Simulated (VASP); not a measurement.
# Si2Ge (Imma) in VASP: relaxation of cell and atoms with PBE

Aim: the relaxation of cell and atoms of Si2Ge with PBE.

Program: VASP 6.6.1. These are calculated values, not measurements. Logs are shortened: lines on timing, memory, paths and dates and some standing lists are left out, and cuts for length are marked.

## (1) The cell of the first run

It takes space group Imma (No. 74, orthorhombic). The conventional cell has a = 3.890 Å, b = 11.670 Å, c = 5.500 Å, α = 90.00°, β = 90.00°, γ = 90.00°. Within 3.1 Å of Si (site symmetry m) lie 3 Si at 2.38 Å and 1 Ge at 2.38 Å. Ge (site symmetry mm2) has 2 Ge at 2.38 Å and 2 Si at 2.38 Å within 3.1 Å.

## (2) Relaxation of cell and atoms, PBE

Input file INCAR:

```
SYSTEM = Si2Ge
ALGO = Normal ; EDIFF = 1E-6
EDIFFG = -0.08 ; ENCUT = 600
GGA = PE ; IBRION = 2
ISIF = 3 ; ISMEAR = 0
LASPH = .True. ; LCHARG = .False.
LREAL = .False. ; LWAVE = .False.
NELM = 60 ; NSW = 36
PREC = Accurate ; SIGMA = 0.2
```

Input file KPOINTS:

```
k-points
0
Gamma
  5 5 5
  0 0 0
```

Input file POSCAR:

```
Si2Ge
1.0
   -1.9450000000      5.8350000000      2.7500000000
    1.9450000000     -5.8350000000      2.7500000000
    1.9450000000      5.8350000000     -2.7500000000
Si Ge
4 2
Direct
    0.2083300000      0.1250000000      0.0833300000
    0.7916700000      0.8750000000      0.9166700000
    0.5416700000      0.1250000000      0.4166700000
    0.4583300000      0.8750000000      0.5833300000
    0.1250000000      0.8750000000      0.2500000000
    0.8750000000      0.1250000000      0.7500000000
```

Potentials or basis: VASP PAW PBE potentials, release 64 (Si, Ge_d).

Launch:

```sh
$ cat potpaw_PBE.64/Si/POTCAR potpaw_PBE.64/Ge_d/POTCAR > POTCAR
$ mpirun -np 1 vasp_std > vasp.out
```

OUTCAR:

```text
SYSTEM = Si2Ge
   EDIFF = 1E-6
   EDIFFG = -0.08
   ENCUT = 600
   GGA = PE
   IBRION = 2
   ISIF = 3
   ISMEAR = 0
   LASPH = .True.
   LREAL = .False.
   NELM = 60
   NSW = 36
   PREC = Accurate

 ion  position               nearest neighbor table
   1  0.208  0.125  0.083-   2 2.38   4 2.38   4 2.38   5 2.38
   2  0.792  0.875  0.917-   1 2.38   3 2.38   3 2.38   6 2.38
   3  0.542  0.125  0.417-   4 2.38   2 2.38   2 2.38   5 2.38
   4  0.458  0.875  0.583-   3 2.38   1 2.38   1 2.38   6 2.38
   5  0.125  0.875  0.250-   6 2.38   6 2.38   3 2.38   1 2.38
   6  0.875  0.125  0.750-   5 2.38   5 2.38   4 2.38   2 2.38

  LATTYP: Found a body centered orthorhombic cell.
 ALAT       =     3.8900000000
 B/A-ratio  =     1.4138817481
 C/A-ratio  =     3.0000000000

  Lattice vectors:

 A1 = (   1.9450000000,  -5.8350000000,  -2.7500000000)
 A2 = (  -1.9450000000,  -5.8350000000,   2.7500000000)
 A3 = (  -1.9450000000,   5.8350000000,  -2.7500000000)

Analysis of symmetry for initial positions (statically):
=====================================================================
 Subroutine PRICEL returns:
 Original cell was already a primitive cell.

 Routine SETGRP: Setting up the symmetry group for a
 body centered orthorhombic supercell.

 Subroutine GETGRP returns: Found  8 space group operations
 (whereof  4 operations were pure point group operations)
 out of a pool of  8 trial point group operations.

The static configuration has the point symmetry C_2h.
 The point group associated with its full space group is D_2h.

Analysis of symmetry for dynamics (positions and initial velocities):
=====================================================================
 Subroutine PRICEL returns:
 Original cell was already a primitive cell.

 Routine SETGRP: Setting up the symmetry group for a
 body centered orthorhombic supercell.

 Subroutine GETGRP returns: Found  8 space group operations
 (whereof  4 operations were pure point group operations)
 out of a pool of  8 trial point group operations.

The dynamic configuration has the point symmetry C_2h.
 The point group associated with its full space group is D_2h.

 Subroutine INISYM returns: Found  8 space group operations
 (whereof  4 operations are pure point group operations),
 and found     1 'primitive' translations

----------------------------------------------------------------------------------------

                                     Primitive cell

  volume of cell :     124.8398

  direct lattice vectors                    reciprocal lattice vectors
    -1.945000000  5.835000000  2.750000000     0.000000000  0.085689803  0.181818182
     1.945000000 -5.835000000  2.750000000     0.257069409  0.000000000  0.181818182
     1.945000000  5.835000000 -2.750000000     0.257069409  0.085689803  0.000000000

  length of vectors
     6.737414192  6.737414192  6.737414192     0.200998989  0.314869071  0.270974949

  position of ions in fractional coordinates (direct lattice)
     0.208330000  0.125000000  0.083330000
     0.791670000  0.875000000  0.916670000
     0.541670000  0.125000000  0.416670000
     0.458330000  0.875000000  0.583330000
     0.125000000  0.875000000  0.250000000
     0.875000000  0.125000000  0.750000000

  ion indices of the primitive-cell ions
   primitive index   ion index
                 1           1
                 2           2
                 3           3
                 4           4
                 5           5
                 6           6

----------------------------------------------------------------------------------------

 KPOINTS: k-points

Automatic generation of k-mesh.
 Grid dimensions read from file:
 generate k-points for:    5    5    5

 Generating k-lattice:

  Cartesian coordinates                     Fractional coordinates (reciprocal lattice)
     0.000000000  0.017137961  0.036363636     0.200000000  0.000000000 -0.000000000
     0.051413882  0.000000000  0.036363636     0.000000000  0.200000000 -0.000000000
     0.051413882  0.017137961  0.000000000     0.000000000  0.000000000  0.200000000

  Length of vectors
     0.040199798  0.062973814  0.054194990

  Shift w.r.t. Gamma in fractional coordinates (k-lattice)
     0.000000000  0.000000000  0.000000000

 Subroutine IBZKPT returns following result:
 ===========================================

 Found     27 irreducible k-points:

 Following reciprocal coordinates:
            Coordinates               Weight
  0.000000  0.000000  0.000000      1.000000
  0.200000  0.000000  0.000000      4.000000
  0.400000  0.000000  0.000000      4.000000
  0.000000  0.200000 -0.000000      4.000000
  0.200000  0.200000  0.000000      8.000000
  0.400000  0.200000  0.000000      8.000000
[... 16 lines left out ...]
 -0.400000 -0.200000  0.200000      4.000000
 -0.200000 -0.200000  0.200000      2.000000
 [... further k-points ...]
   k-points           NKPTS =     27   k-points in BZ     NKDIM =     27   number of bands    NBANDS=     26
   number of dos      NEDOS =    301   number of ions     NIONS =      6
   total plane-waves  NPLWV = 157464
   dimension x,y,z NGX =    54 NGY =   54 NGZ =   54
   dimension x,y,z NGXF=   108 NGYF=  108 NGZF=  108
   ions per type =               4   2
   NGX,Y,Z   is equivalent  to a cutoff of  13.32, 13.32, 13.32 a.u.
   NGXF,Y,Z  is equivalent  to a cutoff of  26.65, 26.65, 26.65 a.u.
 SYSTEM =  Si2Ge
   PREC   = accura    normal or accurate (medium, high low for compatibility)
   ISTART =      0    job   : 0-new  1-cont  2-samecut
   ICHARG =      2    charge: 1-file 2-atom 10-const
   ISPIN  =      1    spin polarized calculation?
   LNONCOLLINEAR =      F non collinear calculations
   LSORBIT =      F    spin-orbit coupling
   LASPH  =      T    aspherical Exc in radial PAW
   ENCUT  =  600.0 eV  44.10 Ry    6.64 a.u.  13.46 13.46 13.46*2*pi/ulx,y,z
   NELM   =     60;   NELMIN=  2; NELMDL= -5     # of ELM steps
   EDIFF  = 0.1E-05   stopping-criterion for ELM
   LREAL  =      F    real-space projection
   EDIFFG = -.8E-01   stopping-criterion for IOM
   NSW    =     36    number of steps for IOM
   IBRION =      2    ionic relax: 0-MD 1-quasi-New 2-CG
   NFREE  =      1    steps in history (QN), initial steepest desc. (CG)
   ISIF   =      3    stress and relaxation
   ISYM   =      2    0-nonsym 1-usesym 2-fastsym
   POTIM  = 0.5000    time-step for ionic-motion
   TEBEG  =    0.0;   TEEND  =   0.0 temperature during run
   PSTRESS=    0.0 pullay stress
   NELECT =      44.0000    total number of electrons
   NUPDOWN=      -1.0000    fix difference up-down
   EMIN   =  10.00;   EMAX   =-10.00  energy-range for DOS
   EFERMI =   0.00;   METHOD = LEGACY
   ISMEAR =     0;   SIGMA  =   0.20  broadening in eV -4-tet -1-fermi 0-gaus
   EFERMI_NEDOS =   21; number of points for ismear=-14 and -15
   IALGO  =     38    algorithm
   IMIX   =      4    mixing-type and parameters
     AMIX     =   0.40;   BMIX     =  1.00
     AMIX_MAG =   1.60;   BMIX_MAG =  1.00
  volume/ion in A,a.u.               =      20.81       140.41
  Fermi-wavevector in a.u.,A,eV,Ry     =   1.156400  2.185279 18.194533  1.337260
  Thomas-Fermi vector in A             =   2.293020
   LORBIT       =      0    0 simple, 1 ext, 2 COOP (PROOUT), +10 PAW based schemes
   GGA     = PE    functional components
   LHFCALC =     F    Hartree Fock is set to
   AEXX    =    0.0000 exact exchange contribution
   IVDW    =     0    specifies the selected vdW correction
   LEPSILON=     F    determine dielectric tensor
   LRPA    =     F    only Hartree local field effects (RPA)
 conjugate gradient relaxation of ions
 non-spin polarized calculation
 Gauss-broadening in eV      SIGMA  =   0.20
  energy-cutoff  :      600.00
  volume of cell :      124.84
 maximum number of plane-waves:      4183
 NGX is ok and might be reduce to    54
   NGX = 27   NGY = 27   NGZ = 27

--------------------------------------- Ionic step        1  -------------------------------------------

 number of electron      44.0000007 magnetization

 Free energy of the ion-electron system (eV)
  ---------------------------------------------------
  ext. energy  EPLUGINS =         0.00000000
  ---------------------------------------------------
  free energy    TOTEN  =       -30.52496350 eV

  energy without entropy =      -30.52375396  energy(sigma->0) =      -30.52435873

------------------------ aborting loop because EDIFF is reached ----------------------------------------

  FORCE on cell =-STRESS in cart. coord.  units (eV):
  Direction    XX          YY          ZZ          XY          YZ          ZX
  --------------------------------------------------------------------------------------
  -------------------------------------------------------------------------------------
  Total        2.3464590      1.8546633      1.8581469      0.0000000      0.0000000      0.0000000
  in kB       30.1141351     23.8024961     23.8472040      0.0000000      0.0000000      0.0000000
  external PRESSURE =      25.9212784 kB  Pullay stress =       0.0000000 kB

 VOLUME and BASIS-vectors are now :
 -----------------------------------------------------------------------------
  energy-cutoff  :      600.00
  volume of cell :      124.84
      direct lattice vectors                 reciprocal lattice vectors
    -1.945000000  5.835000000  2.750000000     0.000000000  0.085689803  0.181818182
     1.945000000 -5.835000000  2.750000000     0.257069409  0.000000000  0.181818182
     1.945000000  5.835000000 -2.750000000     0.257069409  0.085689803  0.000000000
[... 121 lines left out ...]
 POSITION                                       TOTAL-FORCE (eV/Angst)
 -----------------------------------------------------------------------------------
     -0.00000      0.95197      0.71382         0.000000     -0.097787      0.014894
      1.97022      4.94503      2.06085         0.000000      0.097787     -0.014894
      0.00000      4.94503      0.71382         0.000000      0.097787      0.014894
      1.97022      0.95197      2.06085        -0.000000     -0.097787     -0.014894
      1.97022     -2.94850      2.11929        -0.000000      0.000000      0.059588
      0.00000      8.84551      0.65538         0.000000      0.000000     -0.059588
 -----------------------------------------------------------------------------------
    total drift:                                0.000000      0.000000     -0.000000

  FREE ENERGIE OF THE ION-ELECTRON SYSTEM (eV)
  ---------------------------------------------------
  free  energy   TOTEN  =       -30.6176585077 eV

  energy  without entropy=      -30.6164096277  energy(sigma->0) =      -30.61703407

--------------------------------------- Ionic step        5  -------------------------------------------

 number of electron      44.0000002 magnetization

 Free energy of the ion-electron system (eV)
  ---------------------------------------------------
  ext. energy  EPLUGINS =         0.00000000
  ---------------------------------------------------
  free energy    TOTEN  =       -30.61986253 eV

  energy without entropy =      -30.61840336  energy(sigma->0) =      -30.61913295

 E-fermi :   5.5493     XC(G=0):  -9.4981

 val. band max:        5.3076262952   @ k =   0.0000   0.0000   0.0000
 cond. band min:       5.8287826769   @ k =  -0.4000  -0.4000   0.4000
 fundamental gap:      0.5211563817
 Fermi energy:         5.5492702056

 k-point     1 :       0.0000    0.0000    0.0000
  band No.  band energies     occupation
      1     -19.1453      2.00000
      2     -19.0597      2.00000
      3     -19.0524      2.00000
      4     -19.0220      2.00000
      5     -19.0133      2.00000
      6     -18.9654      2.00000
[... 18 lines left out ...]
     25       7.3167      0.00000
     26       7.7925      0.00000
[... 644 lines left out ...]
      4     -19.0219      2.00000
      5     -19.0127      2.00000
      6     -18.9660      2.00000
[... 18 lines left out ...]
     25       7.3404      0.00000
     26       8.4483      0.00000

 [... further k-points ...]

------------------------ aborting loop because EDIFF is reached ----------------------------------------

  FORCE on cell =-STRESS in cart. coord.  units (eV):
  Direction    XX          YY          ZZ          XY          YZ          ZX
  --------------------------------------------------------------------------------------
  -------------------------------------------------------------------------------------
  Total        0.2047238      0.0079696      0.1473741      0.0000000     -0.0000000      0.0000000
  in kB        2.5544737      0.0994418      1.8388833      0.0000000     -0.0000000      0.0000000
  external PRESSURE =       1.4975996 kB  Pullay stress =       0.0000000 kB

 VOLUME and BASIS-vectors are now :
 -----------------------------------------------------------------------------
  energy-cutoff  :      600.00
  volume of cell :      128.40
      direct lattice vectors                 reciprocal lattice vectors
    -1.967343846  5.891278692  2.769667542     0.000000000  0.084871218  0.180527082
     1.967343846 -5.891278692  2.769667542     0.254149777  0.000000000  0.180527082
     1.967343846  5.891278692 -2.769667542     0.254149777  0.084871218  0.000000000

 POSITION                                       TOTAL-FORCE (eV/Angst)
 -----------------------------------------------------------------------------------
     -0.00000      0.94354      0.71710         0.000000     -0.023876     -0.047399
      1.96734      4.94774      2.05257        -0.000000      0.023876      0.047399
      0.00000      4.94774      0.71710         0.000000      0.023876     -0.047399
      1.96734      0.94354      2.05257        -0.000000     -0.023876      0.047399
      1.96734     -2.94564      2.12270        -0.000000      0.000000     -0.004061
      0.00000      8.83692      0.64697         0.000000      0.000000      0.004061
 -----------------------------------------------------------------------------------
    total drift:                                0.000000      0.000000     -0.000000

  FREE ENERGIE OF THE ION-ELECTRON SYSTEM (eV)
  ---------------------------------------------------
  free  energy   TOTEN  =       -30.6198625318 eV

  energy  without entropy=      -30.6184033609  energy(sigma->0) =      -30.61913295

 reached required accuracy - stopping structural energy minimisation
```

Wall time 16 min (1 thread of Intel Xeon 8259CL, shared host); peak memory 0.47 GiB.

What came out:

* Free energy: -30.6199 eV
* Relaxed volume: 21.40 Å³/atom
* Relaxed cell: a = 6.801 Å, b = 6.801 Å, c = 6.801 Å, α = 146.37°, β = 59.94°, γ = 131.93°
* Space group after relaxing (to 0.1 Å): Imma (No. 74)
* Energy gained by relaxing: 15.8 meV/atom
* Ionic steps: 5
* Pressure after relaxing: 0.1 GPa
* Largest force after relaxing: 0.053 eV/Å
* Band gap on the k mesh: 0.52 eV (least direct gap 0.97 eV)

Forces on the atoms (eV/Å):
```
Si   0.000 -0.024 -0.047
Si   0.000  0.024  0.047
Si   0.000  0.024 -0.047
Si   0.000 -0.024  0.047
Ge   0.000  0.000 -0.004
Ge   0.000  0.000  0.004
```

Step by step:
| step | energy change (eV) | largest force (eV/Å) | pressure (GPa) | volume (Å³) |
| --- | --- | --- | --- | --- |
| 1 | 0.0000 | 0.5786 | 2.59 | 124.84 |
| 2 | -0.0699 | 0.2493 | -1.48 | 131.02 |
| 3 | -0.0720 | 0.2799 | -0.96 | 130.05 |
| 4 | -0.0927 | 0.0989 | -0.26 | 128.95 |
| 5 | -0.0949 | 0.0531 | 0.15 | 128.40 |

Final structure:
```
CELL_PARAMETERS angstrom
-1.96734 5.89128 2.76967
1.96734 -5.89128 2.76967
1.96734 5.89128 -2.76967
ATOMIC_POSITIONS crystal
Si 0.20953 0.12946 0.08008
Si 0.79047 0.87054 0.91992
Si 0.54938 0.12946 0.41992
Si 0.45062 0.87054 0.58008
Ge 0.13320 0.88320 0.25000
Ge 0.86680 0.11680 0.75000
```

Levels at points of the mesh, in eV from the valence-band top:
| k point | band 18 | band 19 | band 20 | band 21 | band 22 | band 23 | band 24 | band 25 | band 26 |
| --- | --- | --- | --- | --- | --- | --- | --- | --- | --- |
| (0.00, 0.00, 0.00) | -2.41 | -2.02 | -0.03 | -0.01 | 0.00 | 1.17 | 1.57 | 2.01 | 2.48 |

Caveat: an odd mesh through Γ misses points on the zone boundary, where band edges can lie; the relaxation stopped at a loose force limit of 0.08 eV/Å, so its end isn't a converged minimum.
